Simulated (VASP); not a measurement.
# AlGa3N4 (Pm) in VASP: a series of runs

Runs on AlGa3N4. Level: PBEsol. Tasks: single point, relaxation of shape and atoms at fixed volume.

All numbers are computed with VASP 6.6.1; they aren't measurements. Logs are shortened: lines on timing, memory, paths and dates and some standing lists are left out, and cuts for length are marked.

### 1 The cell of the first run

The structure is monoclinic, space group Pm (No. 6). The conventional cell has a = 5.061 Å, b = 3.116 Å, c = 5.392 Å, α = 90.00°, β = 90.04°, γ = 90.00°. Al (site symmetry m) has 4 N at 1.87 Å within 2.5 Å. Within 2.5 Å of Ga (site symmetry m) lie 4 N at 1.91 to 1.92 Å. Within 2.5 Å of Ga (site symmetry m) lie 4 N at 1.91 to 1.93 Å. Within 2.5 Å of Ga (site symmetry m) lie 4 N at 1.92 to 1.93 Å. N (site symmetry m) has 1 Al at 1.87 Å and 3 Ga at 1.92 Å within 2.5 Å. N (site symmetry m) has 2 Al at 1.87 Å and 2 Ga at 1.93 Å within 2.5 Å. Within 2.5 Å of N (site symmetry m) lie 4 Ga at 1.91 to 1.92 Å. Within 2.5 Å of N (site symmetry m) lie 1 Al at 1.87 Å and 3 Ga at 1.91 Å.

### 2 Single point, PBEsol

File INCAR:

```
PREC = Accurate
ENCUT = 520
EDIFF = 1E-6
ISMEAR = 0
SIGMA = 0.02
LREAL = False
LASPH = True
NELM = 100
ALGO = Normal
ISIF = 2
LWAVE = False
LCHARG = True
GGA = PS
LELF = True
LVHAR = True
NBANDS = 41
```

File KPOINTS:

```
regular mesh
0
Gamma
  6 8 6
```

File POSCAR:

```
AlGa3N4
1.0
    5.0610639981      0.0000000000     -0.0001017825
    0.0000000000      3.1158981205      0.0000000000
   -0.0037648523      0.0000000000      5.3923938097
Al Ga N
1 3 4
Direct
    0.0008365476      0.5000000000      0.6674544469
    0.4990614184      0.5000000000      0.3350421835
    0.4989329496      0.0000000000      0.8314000904
    0.9997893270      0.0000000000      0.1660964361
    0.1195612267      0.5000000000      0.3401087041
    0.1176070506      0.0000000000      0.8263590175
    0.6203394495      0.0000000000      0.1661598777
    0.6314720406      0.5000000000      0.6673802440
```

Potentials or basis: VASP PAW PBE potentials, release 64 (Al, Ga_d, N).

Run with:

```console
$ cat potpaw_PBE.64/Al/POTCAR potpaw_PBE.64/Ga_d/POTCAR potpaw_PBE.64/N/POTCAR > POTCAR
$ mpirun -np 1 vasp_std > vasp.out
```

OUTCAR:

```text
PREC = Accurate
   ENCUT = 520
   EDIFF = 1E-6
   ISMEAR = 0
   LREAL = False
   LASPH = True
   NELM = 100
   ISIF = 2
   GGA = PS

 ion  position               nearest neighbor table
   1  0.001  0.500  0.667-   5 1.87   8 1.87   6 1.87   6 1.87   3 3.09   3 3.09   2 3.09   2 3.11
                             4 3.11   4 3.11   3 3.11   3 3.11   4 3.12   4 3.12
   2  0.499  0.500  0.335-   7 1.91   7 1.91   8 1.91   5 1.92   1 3.09   1 3.11
   3  0.499  0.000  0.831-   7 1.91   8 1.91   8 1.91   6 1.93   1 3.09   1 3.09   1 3.11   1 3.11

   4  1.000  0.000  0.166-   5 1.92   5 1.92   7 1.92   6 1.93   1 3.11   1 3.11   1 3.12   1 3.12

   5  0.120  0.500  0.340-   1 1.87   4 1.92   4 1.92   2 1.92
   6  0.118  0.000  0.826-   1 1.87   1 1.87   4 1.93   3 1.93
   7  0.620  0.000  0.166-   2 1.91   2 1.91   3 1.91   4 1.92
   8  0.631  0.500  0.667-   1 1.87   2 1.91   3 1.91   3 1.91

  LATTYP: Found a simple monoclinic cell.
 ALAT       =     5.0610639991
 B/A-ratio  =     0.6156606834
 C/A-ratio  =     1.0654666933
 COS(beta)  =    -0.0007182890

  Lattice vectors:

 A1 = (   5.0610639981,   0.0000000000,  -0.0001017825)
 A2 = (   0.0000000000,   3.1158981205,   0.0000000000)
 A3 = (  -0.0037648523,   0.0000000000,   5.3923938097)

Analysis of symmetry for initial positions (statically):
=====================================================================
 Subroutine PRICEL returns:
 Original cell was already a primitive cell.

 Routine SETGRP: Setting up the symmetry group for a
 simple monoclinic supercell.

 Subroutine GETGRP returns: Found  2 space group operations
 (whereof  2 operations were pure point group operations)
 out of a pool of  4 trial point group operations.

The static configuration has the point symmetry C_1h.

Analysis of symmetry for dynamics (positions and initial velocities):
=====================================================================
 Subroutine PRICEL returns:
 Original cell was already a primitive cell.

 Routine SETGRP: Setting up the symmetry group for a
 simple monoclinic supercell.

 Subroutine GETGRP returns: Found  2 space group operations
 (whereof  2 operations were pure point group operations)
 out of a pool of  4 trial point group operations.

The dynamic configuration has the point symmetry C_1h.

 Subroutine INISYM returns: Found  2 space group operations
 (whereof  2 operations are pure point group operations),
 and found     1 'primitive' translations

----------------------------------------------------------------------------------------

                                     Primitive cell

  volume of cell :      85.0368

  direct lattice vectors                    reciprocal lattice vectors
     5.061063998  0.000000000 -0.000101783     0.197586913  0.000000000  0.000137951
     0.000000000  3.115898120  0.000000000     0.000000000  0.320934755  0.000000000
    -0.003764852  0.000000000  5.392393810     0.000003729  0.000000000  0.185446399

  length of vectors
     5.061063999  3.115898120  5.392395124     0.197586962  0.320934755  0.185446399

  position of ions in fractional coordinates (direct lattice)
     0.000836548  0.500000000  0.667454447
     0.499061418  0.500000000  0.335042184
     0.498932950  0.000000000  0.831400090
     0.999789327  0.000000000  0.166096436
     0.119561227  0.500000000  0.340108704
     0.117607051  0.000000000  0.826359018
     0.620339450  0.000000000  0.166159878
     0.631472041  0.500000000  0.667380244

  ion indices of the primitive-cell ions
   primitive index   ion index
                 1           1
                 2           2
                 3           3
                 4           4
                 5           5
                 6           6
                 7           7
                 8           8

----------------------------------------------------------------------------------------

 KPOINTS: regular mesh

Automatic generation of k-mesh.
 Grid dimensions read from file:
 generate k-points for:    6    8    6

 Generating k-lattice:

  Cartesian coordinates                     Fractional coordinates (reciprocal lattice)
     0.032931152  0.000000000  0.000022992     0.166666667  0.000000000 -0.000000000
     0.000000000  0.040116844  0.000000000     0.000000000  0.125000000  0.000000000
     0.000000622  0.000000000  0.030907733    -0.000000000  0.000000000  0.166666667

  Length of vectors
     0.032931160  0.040116844  0.030907733

  Shift w.r.t. Gamma in fractional coordinates (k-lattice)
     0.000000000  0.000000000  0.000000000

 Subroutine IBZKPT returns following result:
 ===========================================

 Found    100 irreducible k-points:

 Following reciprocal coordinates:
            Coordinates               Weight
  0.000000  0.000000  0.000000      1.000000
  0.166667  0.000000  0.000000      2.000000
  0.333333  0.000000  0.000000      2.000000
  0.500000  0.000000  0.000000      1.000000
  0.000000  0.125000  0.000000      2.000000
  0.166667  0.125000  0.000000      4.000000
[... 16 lines left out ...]
  0.333333  0.000000  0.166667      2.000000
  0.500000  0.000000  0.166667      2.000000
 [... further k-points ...]
   k-points           NKPTS =    100   k-points in BZ     NKDIM =    100   number of bands    NBANDS=     41
   number of dos      NEDOS =    301   number of ions     NIONS =      8
   total plane-waves  NPLWV =  38400
   dimension x,y,z NGX =    40 NGY =   24 NGZ =   40
   dimension x,y,z NGXF=    80 NGYF=   48 NGZF=   80
   ions per type =               1   3   4
   NGX,Y,Z   is equivalent  to a cutoff of  13.14, 12.80, 12.33 a.u.
   NGXF,Y,Z  is equivalent  to a cutoff of  26.28, 25.61, 24.66 a.u.
 SYSTEM =  unknown system
   PREC   = accura    normal or accurate (medium, high low for compatibility)
   ISTART =      0    job   : 0-new  1-cont  2-samecut
   ICHARG =      2    charge: 1-file 2-atom 10-const
   ISPIN  =      1    spin polarized calculation?
   LNONCOLLINEAR =      F non collinear calculations
   LSORBIT =      F    spin-orbit coupling
   LASPH  =      T    aspherical Exc in radial PAW
   ENCUT  =  520.0 eV  38.22 Ry    6.18 a.u.   9.41  5.79 10.03*2*pi/ulx,y,z
   NELM   =    100;   NELMIN=  2; NELMDL= -5     # of ELM steps
   EDIFF  = 0.1E-05   stopping-criterion for ELM
   LREAL  =      F    real-space projection
   EDIFFG = 0.1E-04   stopping-criterion for IOM
   NSW    =      0    number of steps for IOM
   IBRION =     -1    ionic relax: 0-MD 1-quasi-New 2-CG
   NFREE  =      0    steps in history (QN), initial steepest desc. (CG)
   ISIF   =      2    stress and relaxation
   ISYM   =      2    0-nonsym 1-usesym 2-fastsym
   POTIM  = 0.5000    time-step for ionic-motion
   TEBEG  =    0.0;   TEEND  =   0.0 temperature during run
   PSTRESS=    0.0 pullay stress
   NELECT =      62.0000    total number of electrons
   NUPDOWN=      -1.0000    fix difference up-down
   EMIN   =  10.00;   EMAX   =-10.00  energy-range for DOS
   EFERMI =   0.00;   METHOD = LEGACY
   ISMEAR =     0;   SIGMA  =   0.02  broadening in eV -4-tet -1-fermi 0-gaus
   EFERMI_NEDOS =   21; number of points for ismear=-14 and -15
   IALGO  =     38    algorithm
   IMIX   =      4    mixing-type and parameters
     AMIX     =   0.40;   BMIX     =  1.00
     AMIX_MAG =   1.60;   BMIX_MAG =  1.00
  volume/ion in A,a.u.               =      10.63        71.73
  Fermi-wavevector in a.u.,A,eV,Ry     =   1.473454  2.784424 29.539145  2.171066
  Thomas-Fermi vector in A             =   2.588345
   LORBIT       =      0    0 simple, 1 ext, 2 COOP (PROOUT), +10 PAW based schemes
   GGA     = PS    functional components
   LHFCALC =     F    Hartree Fock is set to
   AEXX    =    0.0000 exact exchange contribution
   IVDW    =     0    specifies the selected vdW correction
   LEPSILON=     F    determine dielectric tensor
   LRPA    =     F    only Hartree local field effects (RPA)
 non-spin polarized calculation
 Gauss-broadening in eV      SIGMA  =   0.02
  energy-cutoff  :      520.00
  volume of cell :       85.04
 maximum number of plane-waves:      2324
 NGX is ok and might be reduce to    40
   NGX = 19   NGY = 11   NGZ = 21

 number of electron      61.9999982 magnetization

 Free energy of the ion-electron system (eV)
  ---------------------------------------------------
  ext. energy  EPLUGINS =         0.00000000
  ---------------------------------------------------
  free energy    TOTEN  =       -54.90401138 eV

  energy without entropy =      -54.90401138  energy(sigma->0) =      -54.90401138

 E-fermi :   6.0478     XC(G=0): -11.9810

 val. band max:        5.9517971131   @ k =   0.0000   0.0000   0.0000
 cond. band min:       8.6582756850   @ k =   0.0000   0.0000   0.0000
 fundamental gap:      2.7064785719
 Fermi energy:         6.0478080641

 k-point     1 :       0.0000    0.0000    0.0000
  band No.  band energies     occupation
      1     -10.2704      2.00000
      2      -9.1490      2.00000
      3      -8.9506      2.00000
      4      -8.6389      2.00000
      5      -7.3132      2.00000
      6      -7.3119      2.00000
[... 33 lines left out ...]
     40      16.4599      0.00000
     41      16.7003      0.00000

 k-point     2 :       0.1667    0.0000    0.0000
  band No.  band energies     occupation
      1     -10.1766      2.00000
      2      -9.1570      2.00000
      3      -8.9626      2.00000
      4      -8.6425      2.00000
      5      -7.3117      2.00000
      6      -7.3116      2.00000
[... 33 lines left out ...]
     40      16.4283      0.00000
     41      16.6448      0.00000

 k-point     3 :       0.3333    0.0000    0.0000
  band No.  band energies     occupation
      1      -9.9230      2.00000
      2      -9.2622      2.00000
      3      -8.9686      2.00000
      4      -8.6437      2.00000
      5      -7.3105      2.00000
      6      -7.3079      2.00000
[... 33 lines left out ...]
     40      16.3612      0.00000
     41      16.4585      0.00000

 k-point     4 :       0.5000    0.0000    0.0000
  band No.  band energies     occupation
      1      -9.6690      2.00000
      2      -9.4572      2.00000
      3      -8.9599      2.00000
      4      -8.6411      2.00000
      5      -7.3133      2.00000
      6      -7.3058      2.00000
[... 825 lines left out ...]
     40      16.5111      0.00000
     41      16.6395      0.00000

 k-point    23 :       0.3333    0.0000    0.1667
  band No.  band energies     occupation
      1      -9.8536      2.00000
      2      -9.2291      2.00000
      3      -9.0004      2.00000
      4      -8.6716      2.00000
      5      -7.3073      2.00000
      6      -7.2947      2.00000
[... 33 lines left out ...]
     40      16.3872      0.00000
     41      16.5134      0.00000

 k-point    24 :       0.5000    0.0000    0.1667
  band No.  band energies     occupation
      1      -9.6140      2.00000
      2      -9.4024      2.00000
      3      -8.9858      2.00000
      4      -8.6737      2.00000
      5      -7.3055      2.00000
      6      -7.2909      2.00000
[... 33 lines left out ...]
     40      16.2402      0.00000
     41      16.6266      0.00000

 [... further k-points ...]

------------------------ aborting loop because EDIFF is reached ----------------------------------------

  FORCE on cell =-STRESS in cart. coord.  units (eV):
  Direction    XX          YY          ZZ          XY          YZ          ZX
  --------------------------------------------------------------------------------------
  -------------------------------------------------------------------------------------
  Total        5.2743279      5.2587382      5.2618405      0.0000000      0.0000000     -0.0033529
  in kB       99.3736026     99.0798772     99.1383268      0.0000000      0.0000000     -0.0631718
  external PRESSURE =      99.1972688 kB  Pullay stress =       0.0000000 kB

 VOLUME and BASIS-vectors are now :
 -----------------------------------------------------------------------------
  energy-cutoff  :      520.00
  volume of cell :       85.04
      direct lattice vectors                 reciprocal lattice vectors
     5.061063998  0.000000000 -0.000101783     0.197586913  0.000000000  0.000137951
     0.000000000  3.115898120  0.000000000     0.000000000  0.320934755  0.000000000
    -0.003764852  0.000000000  5.392393810     0.000003729  0.000000000  0.185446399

 POSITION                                       TOTAL-FORCE (eV/Angst)
 -----------------------------------------------------------------------------------
      0.00172      1.55795      3.59918        -0.000713      0.000000      0.003526
      2.52452      1.55795      1.80663         0.001159      0.000000     -0.000286
      2.52200      0.00000      4.48319        -0.001747      0.000000      0.000807
      5.05937      0.00000      0.89556        -0.004384      0.000000     -0.000998
      0.60383      1.55795      1.83399         0.007351      0.000000     -0.013644
      0.59211      0.00000      4.45604         0.010108      0.000000      0.009420
      3.13895      0.00000      0.89594         0.000644      0.000000     -0.001246
      3.19341      1.55795      3.59871        -0.012418      0.000000      0.002422
 -----------------------------------------------------------------------------------
    total drift:                                0.000426     -0.000000     -0.000596

  FREE ENERGIE OF THE ION-ELECTRON SYSTEM (eV)
  ---------------------------------------------------
  free  energy   TOTEN  =       -54.9040113815 eV

  energy  without entropy=      -54.9040113815  energy(sigma->0) =      -54.90401138
```

It took 4.6 min on 1 thread of Intel Xeon Platinum 8124M at 3.00GHz (Skylake/Cascade Lake), shared host; peak memory 0.38 GiB.

Results:

- Free energy: -54.9040 eV
- Pressure: 9.9 GPa
- Largest force: 0.015 eV/Å
- Band gap on the k mesh: 2.71 eV

Forces on the atoms (eV/Å):
```
Al  -0.001  0.000  0.004
Ga   0.001  0.000  0.000
Ga  -0.002  0.000  0.001
Ga  -0.004  0.000 -0.001
N    0.007  0.000 -0.014
N    0.010  0.000  0.009
N    0.001  0.000 -0.001
N   -0.012  0.000  0.002
```

Levels at points of the mesh, in eV from the valence-band top:
| k point | band 28 | band 29 | band 30 | band 31 | band 32 | band 33 | band 34 | band 35 |
| --- | --- | --- | --- | --- | --- | --- | --- | --- |
| (0.00, 0.00, 0.00) | -0.91 | -0.10 | -0.03 | 0.00 | 2.71 | 4.93 | 5.31 | 5.86 |
| (0.50, 0.00, 0.00) | -0.78 | -0.72 | -0.37 | -0.37 | 4.55 | 4.69 | 4.89 | 5.27 |
| (0.00, 0.50, 0.00) | -2.22 | -2.17 | -1.94 | -1.90 | 5.58 | 5.61 | 7.27 | 7.36 |
| (0.50, 0.50, 0.00) | -1.79 | -1.56 | -1.51 | -1.50 | 5.91 | 6.07 | 6.17 | 6.40 |
| (0.00, 0.00, 0.50) | -0.83 | -0.65 | -0.62 | -0.35 | 4.87 | 5.01 | 6.41 | 6.68 |
| (0.50, 0.00, 0.50) | -1.67 | -1.25 | -1.20 | -1.15 | 5.52 | 5.60 | 5.69 | 6.00 |
| (0.00, 0.50, 0.50) | -2.37 | -2.28 | -1.04 | -0.91 | 4.96 | 5.27 | 5.75 | 5.93 |
| (0.50, 0.50, 0.50) | -1.86 | -1.84 | -1.74 | -1.72 | 4.46 | 4.53 | 4.63 | 5.00 |

Caveat: the cell stands under pressure; the PAW data sets were made with another functional, which shifts forces and pressure a little. A k mesh can miss the band edges.

### 3 Relaxation of shape and atoms at fixed volume, PBEsol (10.14 Å³/atom)

This run uses another cell than the first one, of 10.14 Å³/atom.

File INCAR:

```
PREC = Accurate
ENCUT = 600
EDIFF = 1E-7
ISMEAR = 0
SIGMA = 0.02
LREAL = F
LASPH = T
NELM = 60
ALGO = Normal
ISIF = 4
LWAVE = F
LCHARG = F
GGA = PS
IBRION = 2
NSW = 50
EDIFFG = -0.01
```

KPOINTS is that of step 2.

File POSCAR:

```
AlGa3N4
1.0
    4.9822586778      0.0000000000     -0.0002330754
    0.0000000000      3.0677553400      0.0000000000
   -0.0038478098      0.0000000000      5.3087097931
Al Ga N
1 3 4
Direct
    0.0009181274      0.5000000000      0.6675023739
    0.4990539993      0.5000000000      0.3351149049
    0.4988104154      0.0000000000      0.8313273464
    0.9997986087      0.0000000000      0.1660226427
    0.1195249296      0.5000000000      0.3401337311
    0.1175698637      0.0000000000      0.8263089943
    0.6203152864      0.0000000000      0.1661267636
    0.6316087796      0.5000000000      0.6674642430
```

Potentials or basis: VASP PAW PBE potentials, release 64 (Al, Ga_d, N).

Run with:

```console
$ cat potpaw_PBE.64/Al/POTCAR potpaw_PBE.64/Ga_d/POTCAR potpaw_PBE.64/N/POTCAR > POTCAR
$ mpirun -np 1 vasp_std > vasp.out
```

It took 21 min on 1 thread of Oxide Virtual Turin-like, shared host; peak memory 0.4 GiB.

It converged, with:

| Property | Result |
| --- | --- |
| Free energy | -54.5281 eV |
| Energy gained by relaxing | 0.0 meV/atom |
| Ionic steps | 3 |
| Pressure after relaxing | 21.7 GPa |
| Largest force after relaxing | 0.006 eV/Å |
| Band gap on the k mesh | 3.03 eV |

Forces in eV/Å, atoms in the order of the input:
```
Al   0.005  0.000 -0.002
Ga   0.004  0.000 -0.001
Ga  -0.001  0.000 -0.001
Ga  -0.005  0.000  0.001
N   -0.003  0.000  0.000
N    0.000  0.000  0.001
N   -0.002  0.000 -0.002
N    0.003  0.000  0.005
```

Final structure:
```xyz
8
Lattice="4.9821 0.0000 -0.0003 0.0000 3.0679 0.0000 -0.0040 0.0000 5.3087" Properties=species:S:1:pos:R:3 pbc="T T T"
Al    0.0022    1.5339    3.5439
Ga    2.4848    1.5339    1.7791
Ga    2.4813    0.0000    4.4128
Ga    4.9804    0.0000    0.8808
N     0.5944    1.5339    1.8051
N     0.5828    0.0000    4.3870
N     3.0898    0.0000    0.8816
N     3.1441    1.5339    3.5433
```

Levels at points of the mesh, in eV from the valence-band top:
```tsv
k point	band 27	band 28	band 29	band 30	band 31	band 32	band 33	band 34	band 35	band 36
(0.00, 0.00, 0.00)	-1.17	-0.96	-0.11	-0.03	0.00	3.03	5.21	5.46	5.99	6.98
(0.50, 0.00, 0.00)	-1.84	-0.84	-0.77	-0.39	-0.38	4.69	4.87	5.21	5.54	8.28
(0.00, 0.50, 0.00)	-3.75	-2.35	-2.29	-2.05	-2.01	5.59	5.62	7.61	7.65	8.21
(0.50, 0.50, 0.00)	-3.60	-1.90	-1.65	-1.59	-1.59	6.08	6.24	6.36	6.56	8.36
(0.00, 0.00, 0.50)	-2.03	-0.90	-0.70	-0.65	-0.37	5.16	5.27	6.70	6.93	7.78
(0.50, 0.00, 0.50)	-2.09	-1.79	-1.32	-1.27	-1.21	5.70	5.81	5.90	6.18	8.10
(0.00, 0.50, 0.50)	-2.92	-2.52	-2.42	-1.10	-0.96	5.09	5.36	5.89	6.05	6.48
(0.50, 0.50, 0.50)	-2.04	-1.96	-1.94	-1.83	-1.80	4.59	4.66	4.78	5.13	7.72
```

Caveat: the PAW data sets were made with another functional, which shifts forces and pressure a little.

(Continued in part 2 of 2.)
